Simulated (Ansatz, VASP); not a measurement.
PbS: VASP beside Ansatz

POSCAR

```
PbS
1.0
   -0.0292686672      3.2717088363      3.2717088363
    3.2717088363     -0.0292686672      3.2717088363
    3.2717088363      3.2717088363     -0.0292686672
Pb S
1 1
Direct
   -0.0008969429     -0.0008969429     -0.0008969429
    0.2508969429      0.2508969429      0.2508969429
```

File INCAR.step1:

```
SYSTEM = PbS
ALGO     = Normal         ! electronic algorithm
EDIFF    = 1E-4           ! SCF threshold, eV
ENCUT    = 520            ! plane-wave cutoff, eV
GGA      = PE             ! functional
ISMEAR   = 0              ! smearing method
LASPH    = .True.         ! aspherical terms in the spheres
LCHARG   = .False.        ! write CHGCAR
LREAL    = .False.        ! projectors in reciprocal space
LWAVE    = .True.         ! write WAVECAR
NBANDS   = 17             ! bands
NELM     = 60             ! most SCF steps
PREC     = Accurate       ! precision mode
SIGMA    = 0.01           ! smearing width, eV
```

The input INCAR.step2:

```
SYSTEM = PbS
ALGO     = Normal         ! electronic algorithm
EDIFF    = 1E-6           ! SCF threshold, eV
ENCUT    = 520            ! plane-wave cutoff, eV
ISIF     = 2              ! what is computed and relaxed
ISMEAR   = 0              ! smearing method
ISTART   = 1            
LASPH    = .True.         ! aspherical terms in the spheres
LCHARG   = .True.         ! write CHGCAR
LELF     = .True.         ! ELF
LMIXTAU  = .True.       
LREAL    = .False.        ! projectors in reciprocal space
LVHAR    = .True.       
LWAVE    = .False.        ! write WAVECAR
METAGGA  = R2SCAN         ! meta-GGA
NBANDS   = 17             ! bands
NELM     = 60             ! most SCF steps
PREC     = Accurate       ! precision mode
SIGMA    = 0.01           ! smearing width, eV
```

KPOINTS

```
k-points
0
Gamma
  6 6 6
  0 0 0
```

Input for Ansatz:

```yaml
crystal:
  lattice:
    - [-0.0292686672, 3.2717088363, 3.2717088363]
    - [3.2717088363, -0.0292686672, 3.2717088363]
    - [3.2717088363, 3.2717088363, -0.0292686672]
  atoms:
    - { symbol: Pb, position: [-0.0008969429, -0.0008969429, -0.0008969429] }
    - { symbol: S, position: [0.2508969429, 0.2508969429, 0.2508969429] }
kpoints:
  mp_grid: { grid: [6, 6, 6] }
  band_path:
    path:
      - [0.0, 0.0, 0.0]
      - [-0.5, -0.5, 0.0]
      - [-0.375, -0.375, 0.25]
      - [-0.375, 0.0, 0.375]
      - [0.0, 0.0, 0.5]
      - [-0.5, -0.25, 0.25]
    npoints: 1
hamiltonian:
  xc: r2scan
scf:
  occupations: { method: fixed }
  n_extra_bands: 4
output:
  forces: true
  stress: true
  eigenvalues: true
```

Change from the starting cell: shear_111 strain -1.3%.

Alike in both runs: task single point; functional r2SCAN; k mesh 6 × 6 × 6; no spin polarisation.

|  | VASP | Ansatz |
| --- | --- | --- |
| version | VASP 6.6.1 | Ansatz 0.2.0 |
| potentials or method | VASP PAW PBE potentials, release 64 (Pb_d, S) | plane waves, PAW |
| plane-wave cutoff (eV) | 520 | 500 |
| occupations | gaussian, width 0.01 eV | fixed |
| valence electrons in the cell | 20 | 20 |

|  | VASP | Ansatz | Ansatz less VASP |
| --- | --- | --- | --- |
| gap on the k mesh at the Fermi level (eV) | 1.04 | 1.04 | 0.000 |
| pressure (GPa) | 0.5 | 0.5 | 0.00 |
| traceless stress, the component that is largest in VASP (GPa) | -0.09 | -0.09 | -0.001 |

VASP's potentials were made for PBE, not for r2SCAN.

Spin-orbit coupling is off throughout.
